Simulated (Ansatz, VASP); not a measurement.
**One calculation of SnTe, two programs**

INCAR

```
SYSTEM = SnTe
PREC = Accurate
ENCUT = 520
EDIFF = 1E-6
ISMEAR = 0
SIGMA = 0.01
LREAL = .FALSE.
LASPH = .TRUE.
NELM = 60
ALGO = Normal
ISIF = 2
LWAVE = .FALSE.
LCHARG = .TRUE.
GGA = PE
LELF = .TRUE.
LVHAR = .TRUE.
NBANDS = 17
```

Contents of KPOINTS:

```
regular mesh
0
G
  10 10 10
  0 0 0
```

POSCAR

```
SnTe
1.0
    0.0000000000      3.1410301757      3.1410301757
    3.1410301757      0.0000000000      3.1410301757
    3.1410301757      3.1410301757      0.0000000000
Sn Te
1 1
Direct
    0.0000000000      0.0000000000      0.0000000000
    0.5000000000      0.5000000000      0.5000000000
```

Input for Ansatz:

```yaml
crystal:
  lattice:
    - [0.0, 3.1410301827, 3.1410301827]
    - [3.1410301827, 0.0, 3.1410301827]
    - [3.1410301827, 3.1410301827, 0.0]
  atoms:
    - { symbol: Sn, position: [0.0, 0.0, 0.0] }
    - { symbol: Te, position: [0.5, 0.5, 0.5] }
basis:
  ecutwfc: 420
kpoints:
  mp_grid: { grid: [10, 10, 10] }
hamiltonian:
  xc: pbe
scf:
  occupations: { method: gaussian, width: 0.01 }
output:
  forces: true
  stress: true
  eigenvalues: true
```

Alike in both runs: task single point; functional PBE; k mesh 10 × 10 × 10; occupations gaussian, width 0.01 eV; no spin polarisation.

```csv
,VASP,Ansatz
version,VASP 6.6.1,Ansatz 0.2.0
potentials or method,"VASP PAW PBE potentials, release 64 (Sn_d, Te), cutoff 520 eV","scalar-relativistic, plane waves, PAW"
valence electrons in the cell,20,30
```

|  | VASP | Ansatz | Ansatz less VASP |
| --- | --- | --- | --- |
| gap on the k mesh at the Fermi level (eV) | 0.12 | 0.12 | -0.001 |
| least direct gap on the mesh (eV) | 0.12 | 0.12 | -0.001 |
| pressure (GPa) | 2.7 | 2.8 | +0.06 |

VASP's potentials hold 20 valence electrons a cell and Ansatz's 30, so a difference there can come from the potentials and not from the codes.

Neither program's run includes spin-orbit coupling.
